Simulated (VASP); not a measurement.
# BaTiO3 (R3m) in VASP: further runs

The runs below take BaTiO3 through single point, with PBEsol, PBE, r2SCAN.

All numbers are computed with VASP 6.6.1; they aren't measurements. Logs are shortened: lines on timing, memory, paths and dates and some standing lists are left out, and cuts for length are marked.

## Step 1: The cell of the first run

The structure is trigonal, space group R3m (No. 160). Conventional cell: a = 5.634 Å, b = 5.634 Å, c = 6.925 Å, α = 90.00°, β = 90.00°, γ = 120.00°. Ba (site symmetry 3m) has 12 O at 2.76 to 2.89 Å and 8 Ti at 3.39 to 3.54 Å within 3.6 Å. Within 2.5 Å of Ti (site symmetry 3m) lie 6 O at 1.88 to 2.12 Å. Within 2.5 Å of O (site symmetry m) lie 2 Ti at 1.88 to 2.12 Å.

## Step 2: Single point, PBEsol

File INCAR:

```
PREC = Accurate
ENCUT = 520
EDIFF = 1E-7
ISMEAR = -1
SIGMA = 0.05
LREAL = False
LASPH = True
NELM = 100
ALGO = Normal
ISIF = 2
LWAVE = False
LCHARG = False
GGA = PS
NBANDS = 28
```

File KPOINTS:

```
regular mesh
0
Gamma
  7 7 7
```

File POSCAR:

```
BaTiO3
1.0
    2.8171615523      1.6264889805      2.3082850154
   -2.8171615523      1.6264889805      2.3082850154
    0.0000000000     -3.2529779611      2.3082850154
Ba Ti O
1 1 3
Direct
   -0.0023341307     -0.0023341307     -0.0023341307
    0.4866194425      0.4866194425      0.4866194425
    0.5095394034      0.0158358815      0.5095394034
    0.0158358815      0.5095394034      0.5095394034
    0.5095394034      0.5095394034      0.0158358815
```

Potentials or basis: VASP PAW PBE potentials, release 64 (Ba_sv, Ti_sv, O).

The run is started by

```bash
cat potpaw_PBE.64/Ba_sv/POTCAR potpaw_PBE.64/Ti_sv/POTCAR potpaw_PBE.64/O/POTCAR > POTCAR
mpirun -np 1 vasp_std > vasp.out
```

OUTCAR:

```text
PREC = Accurate
   ENCUT = 520
   EDIFF = 1E-7
   ISMEAR = -1
   LREAL = False
   LASPH = True
   NELM = 100
   ISIF = 2
   GGA = PS

 ion  position               nearest neighbor table
   1  0.998  0.998  0.998-   5 2.76   4 2.76   3 2.76   4 2.82   3 2.82   4 2.82   3 2.82   5 2.82
                             5 2.82   5 2.89   4 2.89   3 2.89   2 3.39   2 3.43   2 3.43   2 3.43
   2  0.487  0.487  0.487-   5 1.88   4 1.88   3 1.88   3 2.12   4 2.12   5 2.12   1 3.39   1 3.43
                             1 3.43   1 3.43   1 3.48   1 3.48   1 3.48   1 3.54
   3  0.510  0.016  0.510-   2 1.88   2 2.12   1 2.76   1 2.82   1 2.82   1 2.89
   4  0.016  0.510  0.510-   2 1.88   2 2.12   1 2.76   1 2.82   1 2.82   1 2.89
   5  0.510  0.510  0.016-   2 1.88   2 2.12   1 2.76   1 2.82   1 2.82   1 2.89

  LATTYP: Found a trigonal (rhomboedric) cell.
 ALAT       =     3.9887398170
 COS(alpha) =     0.0023410935

  Lattice vectors:

 A1 = (   2.8171615523,   1.6264889805,   2.3082850154)
 A2 = (  -2.8171615523,   1.6264889805,   2.3082850154)
 A3 = (   0.0000000000,  -3.2529779611,   2.3082850154)

Analysis of symmetry for initial positions (statically):
=====================================================================
 Subroutine PRICEL returns:
 Original cell was already a primitive cell.

 Routine SETGRP: Setting up the symmetry group for a
 trigonal (rhombohedral) supercell.

 Subroutine GETGRP returns: Found  6 space group operations
 (whereof  6 operations were pure point group operations)
 out of a pool of 12 trial point group operations.

The static configuration has the point symmetry C_3v.

Analysis of symmetry for dynamics (positions and initial velocities):
=====================================================================
 Subroutine PRICEL returns:
 Original cell was already a primitive cell.

 Routine SETGRP: Setting up the symmetry group for a
 trigonal (rhombohedral) supercell.

 Subroutine GETGRP returns: Found  6 space group operations
 (whereof  6 operations were pure point group operations)
 out of a pool of 12 trial point group operations.

The dynamic configuration has the point symmetry C_3v.

 Subroutine INISYM returns: Found  6 space group operations
 (whereof  6 operations are pure point group operations),
 and found     1 'primitive' translations

----------------------------------------------------------------------------------------

                                     Primitive cell

  volume of cell :      63.4605

  direct lattice vectors                    reciprocal lattice vectors
     2.817161552  1.626488981  2.308285015     0.177483609  0.102470210  0.144407355
    -2.817161552  1.626488981  2.308285015    -0.177483609  0.102470210  0.144407355
     0.000000000 -3.252977961  2.308285015     0.000000000 -0.204940419  0.144407355

  length of vectors
     3.988739817  3.988739817  3.988739817     0.250707119  0.250707119  0.250707119

  position of ions in fractional coordinates (direct lattice)
     0.997665869  0.997665869  0.997665869
     0.486619443  0.486619443  0.486619443
     0.509539403  0.015835882  0.509539403
     0.015835882  0.509539403  0.509539403
     0.509539403  0.509539403  0.015835882

  ion indices of the primitive-cell ions
   primitive index   ion index
                 1           1
                 2           2
                 3           3
                 4           4
                 5           5

----------------------------------------------------------------------------------------

 KPOINTS: regular mesh

Automatic generation of k-mesh.
 Grid dimensions read from file:
 generate k-points for:    7    7    7

 Generating k-lattice:

  Cartesian coordinates                     Fractional coordinates (reciprocal lattice)
     0.025354801  0.014638601  0.020629622     0.142857143 -0.000000000 -0.000000000
    -0.025354801  0.014638601  0.020629622    -0.000000000  0.142857143 -0.000000000
     0.000000000 -0.029277203  0.020629622     0.000000000  0.000000000  0.142857143

  Length of vectors
     0.035815303  0.035815303  0.035815303

  Shift w.r.t. Gamma in fractional coordinates (k-lattice)
     0.000000000  0.000000000  0.000000000

 Subroutine IBZKPT returns following result:
 ===========================================

 Found     44 irreducible k-points:

 Following reciprocal coordinates:
            Coordinates               Weight
  0.000000  0.000000  0.000000      1.000000
  0.142857  0.000000  0.000000      6.000000
  0.285714  0.000000  0.000000      6.000000
  0.428571  0.000000  0.000000      6.000000
  0.142857  0.142857  0.000000      6.000000
  0.285714  0.142857  0.000000     12.000000
[... 16 lines left out ...]
  0.285714  0.285714  0.142857      6.000000
  0.428571  0.285714  0.142857     12.000000
 [... further k-points ...]
   k-points           NKPTS =     44   k-points in BZ     NKDIM =     44   number of bands    NBANDS=     28
[... 68 lines left out ...]
 cond. band min:       5.9811316346   @ k =   0.0000   0.0000   0.0000
 fundamental gap:      2.3196231650
 Fermi energy:         4.7451249109

 k-point     1 :       0.0000    0.0000    0.0000
  band No.  band energies     occupation
      1     -52.3229      2.00000
      2     -28.6915      2.00000
      3     -28.6915      2.00000
      4     -28.6857      2.00000
      5     -20.9981      2.00000
      6     -13.0631      2.00000
[... 20 lines left out ...]
     27       8.6781      0.00000
     28      11.0136      0.00000

 k-point     2 :       0.1429    0.0000    0.0000
  band No.  band energies     occupation
      1     -52.3226      2.00000
      2     -28.7011      2.00000
      3     -28.6911      2.00000
      4     -28.6866      2.00000
      5     -20.9742      2.00000
      6     -13.0799      2.00000
[... 20 lines left out ...]
     27       9.0829      0.00000
     28      11.5088      0.00000

 k-point     3 :       0.2857    0.0000    0.0000
  band No.  band energies     occupation
      1     -52.3221      2.00000
      2     -28.7252      2.00000
      3     -28.6901      2.00000
      4     -28.6860      2.00000
      5     -20.9195      2.00000
      6     -13.1841      2.00000
[... 20 lines left out ...]
     27      10.1095      0.00000
     28      12.1018      0.00000

 k-point     4 :       0.4286    0.0000    0.0000
  band No.  band energies     occupation
      1     -52.3218      2.00000
      2     -28.7446      2.00000
      3     -28.6894      2.00000
      4     -28.6853      2.00000
      5     -20.8746      2.00000
      6     -13.3040      2.00000
[... 20 lines left out ...]
     27      11.1258      0.00000
     28      11.9786      0.00000

 k-point     5 :       0.1429    0.1429    0.0000
  band No.  band energies     occupation
      1     -52.3224      2.00000
      2     -28.7017      2.00000
      3     -28.6991      2.00000
      4     -28.6879      2.00000
      5     -20.9520      2.00000
      6     -13.0700      2.00000
[... 20 lines left out ...]
     27       9.4814      0.00000
     28      11.7632      0.00000

 k-point     6 :       0.2857    0.1429    0.0000
  band No.  band energies     occupation
      1     -52.3219      2.00000
      2     -28.7245      2.00000
      3     -28.6992      2.00000
      4     -28.6872      2.00000
      5     -20.9011      2.00000
      6     -13.1200      2.00000
[... 463 lines left out ...]
      5     -20.8827      2.00000
      6     -13.0547      2.00000
[... 20 lines left out ...]
     27      10.6913      0.00000
     28      12.1511      0.00000

 k-point    22 :      -0.1429    0.1429    0.1429
  band No.  band energies     occupation
      1     -52.3222      2.00000
      2     -28.7022      2.00000
      3     -28.7012      2.00000
      4     -28.6952      2.00000
      5     -20.9307      2.00000
      6     -13.0446      2.00000
[... 20 lines left out ...]
     27       9.7591      0.00000
     28      11.7583      0.00000

 k-point    23 :       0.2857    0.2857    0.1429
  band No.  band energies     occupation
      1     -52.3212      2.00000
      2     -28.7239      2.00000
      3     -28.7210      2.00000
      4     -28.6971      2.00000
      5     -20.8429      2.00000
      6     -12.9306      2.00000
[... 20 lines left out ...]
     27      11.4990      0.00000
     28      12.1013      0.00000

 k-point    24 :       0.4286    0.2857    0.1429
  band No.  band energies     occupation
      1     -52.3209      2.00000
      2     -28.7416      2.00000
      3     -28.7212      2.00000
      4     -28.6963      2.00000
      5     -20.8095      2.00000
      6     -12.8897      2.00000
[... 20 lines left out ...]
     27      12.0992      0.00000
     28      12.2526      0.00000

 [... further k-points ...]

------------------------ aborting loop because EDIFF is reached ----------------------------------------

  FORCE on cell =-STRESS in cart. coord.  units (eV):
  Direction    XX          YY          ZZ          XY          YZ          ZX
  --------------------------------------------------------------------------------------
  -------------------------------------------------------------------------------------
  Total        0.7786328      0.7786328      0.7589888      0.0000000     -0.0000000     -0.0000000
  in kB       19.6580165     19.6580165     19.1620680      0.0000000     -0.0000000     -0.0000000
  external PRESSURE =      19.4927003 kB  Pullay stress =       0.0000000 kB

 VOLUME and BASIS-vectors are now :
 -----------------------------------------------------------------------------
  energy-cutoff  :      520.00
  volume of cell :       63.46
      direct lattice vectors                 reciprocal lattice vectors
     2.817161552  1.626488981  2.308285015     0.177483609  0.102470210  0.144407355
    -2.817161552  1.626488981  2.308285015    -0.177483609  0.102470210  0.144407355
     0.000000000 -3.252977961  2.308285015     0.000000000 -0.204940419  0.144407355

 POSITION                                       TOTAL-FORCE (eV/Angst)
 -----------------------------------------------------------------------------------
      0.00000     -0.00000      6.90869         0.000000     -0.000000      0.037324
      0.00000     -0.00000      3.36977         0.000000     -0.000000      0.057602
      1.39084     -0.80300      2.38888         0.018328     -0.010582     -0.031642
     -1.39084     -0.80300      2.38888        -0.018328     -0.010582     -0.031642
      0.00000      1.60601      2.38888         0.000000      0.021163     -0.031642
 -----------------------------------------------------------------------------------
    total drift:                                0.000000     -0.000000     -0.000275

  FREE ENERGIE OF THE ION-ELECTRON SYSTEM (eV)
  ---------------------------------------------------
  free  energy   TOTEN  =       -42.0031632073 eV

  energy  without entropy=      -42.0031632072  energy(sigma->0) =      -42.00316321
```

It took 50 s on 1 thread of AMD EPYC 9R45 (Zen 5), shared host; peak memory 0.19 GiB.

What came out:

```yaml
Free_energy: -42.0032 eV
Pressure: 1.9 GPa
Largest_force: 0.058 eV/Å
Band_gap_on_the_k_mesh: 2.32 eV (least direct gap 2.61 eV)
```

Forces on the atoms (eV/Å):
```
Ba   0.000  0.000  0.037
Ti   0.000  0.000  0.058
O    0.018 -0.011 -0.032
O   -0.018 -0.011 -0.032
O    0.000  0.021 -0.032
```

Levels at points of the mesh, in eV from the valence-band top:
| k point | band 17 | band 18 | band 19 | band 20 | band 21 | band 22 | band 23 | band 24 |
| --- | --- | --- | --- | --- | --- | --- | --- | --- |
| (0.00, 0.00, 0.00) | -1.04 | -0.42 | -0.29 | -0.29 | 2.32 | 2.32 | 2.46 | 4.55 |

Caveat: the PAW data sets were made with another functional, which shifts forces and pressure a little; spin-orbit coupling is left out, which moves the levels of the heavy elements. A k mesh can miss the band edges.

## Step 3: Single point, PBE

This run uses another cell than the first one, of 12.84 Å³/atom.

File INCAR:

```
PREC = Accurate
ENCUT = 520
EDIFF = 1E-6
ISMEAR = -1
SIGMA = 0.05
LREAL = False
LASPH = True
NELM = 80
ALGO = Normal
ISIF = 2
LWAVE = False
LCHARG = False
GGA = PE
NBANDS = 28
```

File KPOINTS:

```
Automatic mesh
0
Gamma
  7 7 7
```

File POSCAR:

```
BaTiO3
1.0
    2.8273666084      1.6323808724      2.3183934932
   -2.8273666084      1.6323808724      2.3183934932
    0.0000000000     -3.2647617449      2.3183934932
Ba Ti O
1 1 3
Direct
    0.0000000000      0.0000000000      0.0000000000
    0.4845000000      0.4845000000      0.4845000000
    0.5086000000      0.0175000000      0.5086000000
    0.0175000000      0.5086000000      0.5086000000
    0.5086000000      0.5086000000      0.0175000000
```

Potentials or basis: VASP PAW PBE potentials, release 64 (Ba_sv, Ti_sv, O).

The run is started by

```bash
cat potpaw_PBE.64/Ba_sv/POTCAR potpaw_PBE.64/Ti_sv/POTCAR potpaw_PBE.64/O/POTCAR > POTCAR
mpirun -np 1 vasp_std > vasp.out
```

Wall time 45 s (1 thread of AMD EPYC 9R45 (Zen 5), shared host); peak memory 0.19 GiB.

It converged, with:

```yaml
Free_energy: -39.9903 eV
Pressure: 6.9 GPa
Largest_force: 0.214 eV/Å
Band_gap_on_the_k_mesh: 2.44 eV (least direct gap 2.78 eV)
```

Forces on the atoms (eV/Å):
```
Ba   0.000  0.000 -0.117
Ti   0.000  0.000  0.214
O    0.135 -0.078 -0.032
O   -0.135 -0.078 -0.032
O    0.000  0.156 -0.032
```

Stress tensor (GPa, compression positive):
```
6.94 0.00 0.00
0.00 6.94 0.00
0.00 0.00 6.68
```

Levels at points of the mesh, in eV from the valence-band top:
| k point | band 16 | band 17 | band 18 | band 19 | band 20 | band 21 | band 22 | band 23 | band 24 | band 25 |
| --- | --- | --- | --- | --- | --- | --- | --- | --- | --- | --- |
| (0.00, 0.00, 0.00) | -1.25 | -1.01 | -0.47 | -0.34 | -0.34 | 2.44 | 2.44 | 2.58 | 4.55 | 4.55 |

Caveat: the cell stands under pressure; spin-orbit coupling is left out, which moves the levels of the heavy elements.

## Step 4: Single point, PBEsol

This run uses another cell than the first one, of 12.84 Å³/atom.

File INCAR:

```
ALGO     = Normal         # electronic algorithm
EDIFF    = 1E-7           # SCF threshold, eV
ENCUT    = 520            # plane-wave cutoff, eV
GGA      = PS             # functional
ISIF     = 2              # what is computed and relaxed
ISMEAR   = -1             # smearing method
LASPH    = True           # aspherical terms in the spheres
LCHARG   = True           # write CHGCAR
LELF     = True           # ELF
LREAL    = False          # projectors in reciprocal space
LVHAR    = True         
LWAVE    = False          # write WAVECAR
NBANDS   = 28             # bands
NELM     = 60             # most SCF steps
PREC     = Accurate       # precision mode
SIGMA    = 0.05           # smearing width, eV
```

File KPOINTS:

```
k-points
0
Gamma
  7 7 7
```

POSCAR is that of step 3.

The run is started by

```bash
cat potpaw_PBE.64/Ba_sv/POTCAR potpaw_PBE.64/Ti_sv/POTCAR potpaw_PBE.64/O/POTCAR > POTCAR
mpirun -np 1 vasp_std > vasp.out
```

Run time: 47 s. Hardware: 1 thread of AMD EPYC 9R45 (Zen 5), shared host; peak memory 0.19 GiB.

It converged, with:

* Free energy: -42.0062 eV
* Pressure: 0.6 GPa
* Largest force: 0.143 eV/Å
* Band gap on the k mesh: 2.40 eV (least direct gap 2.74 eV)

Forces in eV/Å, atoms in the order of the input:
```
Ba   0.000  0.000 -0.126
Ti   0.000  0.000  0.143
O    0.082 -0.048 -0.006
O   -0.082 -0.048 -0.006
O    0.000  0.095 -0.006
```

Stress tensor (GPa, compression positive):
```
0.67 0.00 0.00
0.00 0.67 0.00
0.00 0.00 0.48
```

Levels at points of the mesh, in eV from the valence-band top:
```
           k point  band 17  band 18  band 19  band 20  band 21  band 22  band 23  band 24
(0.00, 0.00, 0.00)    -1.02    -0.48    -0.34    -0.34     2.40     2.40     2.54     4.57
```

Caveat: the PAW data sets were made with another functional, which shifts forces and pressure a little; spin-orbit coupling is left out, which moves the levels of the heavy elements.

## Step 5: Single point, r2SCAN

This run uses another cell than the first one, of 13.03 Å³/atom.

File POSCAR:

```
BaTiO3
1.0
    2.8400602447      1.6397095468      2.3313669790
   -2.8400602447      1.6397095468      2.3313669790
    0.0000000000     -3.2794190936      2.3313669790
Ba Ti O
1 1 3
Direct
   -0.0031914501     -0.0031914501     -0.0031914501
    0.4833520937      0.4833520937      0.4833520937
    0.5098102139      0.0194189286      0.5098102139
    0.0194189286      0.5098102139      0.5098102139
    0.5098102139      0.5098102139      0.0194189286
```

File INCAR.step1:

```
SYSTEM = BaTiO3
  ALGO = Normal
  EDIFF = 1E-4
  ENCUT = 520
  GGA = PE
  ISMEAR = -1
  LASPH = .True.
  LCHARG = .False.
  LREAL = .False.
  LWAVE = .True.
  NBANDS = 28
  NELM = 80
  PREC = Accurate
  SIGMA = 0.05
```

File INCAR.step2:

```
SYSTEM = BaTiO3
  ALGO = Normal
  EDIFF = 1E-6
  ENCUT = 520
  ISIF = 2
  ISMEAR = -1
  ISTART = 1
  LASPH = .True.
  LCHARG = .False.
  LMIXTAU = .True.
  LREAL = .False.
  LWAVE = .False.
  METAGGA = R2SCAN
  NBANDS = 28
  NELM = 80
  PREC = Accurate
  SIGMA = 0.05
```

File KPOINTS:

```
k-points
0
Gamma
  7 7 7
  0 0 0
```

The run is started by

```bash
cat potpaw_PBE.64/Ba_sv/POTCAR potpaw_PBE.64/Ti_sv/POTCAR potpaw_PBE.64/O/POTCAR > POTCAR
cp INCAR.step1 INCAR
mpirun -np 1 vasp_std > vasp.out
cp INCAR.step2 INCAR
mpirun -np 1 vasp_std > vasp.out
```

It took 2.6 min on 1 thread of AMD EPYC 9R45 (Zen 5), shared host; peak memory 0.19 GiB.

The run converged. Its results:

```
Free energy            : -74.2683 eV
Pressure               : 1.9 GPa
Largest force          : 0.174 eV/Å
Band gap on the k mesh : 2.91 eV (least direct gap 3.31 eV)
```

Forces in eV/Å, atoms in the order of the input:
```
Ba   0.000  0.000  0.030
Ti   0.000  0.000  0.174
O    0.066 -0.038 -0.068
O   -0.066 -0.038 -0.068
O    0.000  0.076 -0.068
```

Stress tensor (GPa, compression positive):
```
1.96 0.00 0.00
0.00 1.96 0.00
0.00 0.00 1.83
```

Levels at points of the mesh, in eV from the valence-band top:
```csv
k point,band 18,band 19,band 20,band 21,band 22,band 23
"(0.00, 0.00, 0.00)",-0.53,-0.40,-0.40,2.91,2.91,3.05
```

Caveat: the PAW data sets were made with another functional, which shifts forces and pressure a little; spin-orbit coupling is left out, which moves the levels of the heavy elements.

## Step 6: The runs side by side

| level | cell | gap on the mesh (eV) | pressure (GPa) | largest force (eV/Å) |
| --- | --- | --- | --- | --- |
| PBEsol | a = 3.989 Å, angles 89.9°, 5 atoms, atomic positions A | 2.32 | 1.9 | 0.06 |
| PBE | a = 4.004 Å, angles 89.8°, 5 atoms, atomic positions B | 2.44 | 6.9 | 0.21 |
| PBEsol | a = 4.004 Å, angles 89.8°, 5 atoms, atomic positions B | 2.40 | 0.6 | 0.14 |
| r2SCAN | a = 4.024 Å, angles 89.8°, 5 atoms, atomic positions C | 2.91 | 1.9 | 0.17 |

Alike in all rows: task single point; potentials or basis VASP PAW PBE potentials, release 64 (Ba_sv, Ti_sv, O); no spin polarisation; k mesh 7 × 7 × 7; cutoff (eV) 520; smearing fermi-dirac 0.05 eV.

Caveats: spin-orbit coupling is left out, which moves the levels of the heavy elements; the PAW data sets were made with another functional, which shifts forces and pressure a little (at least some runs); the cell stands under pressure (at least some runs).

Total energies depend on the potentials used, so only differences within one code and one set of settings carry meaning.
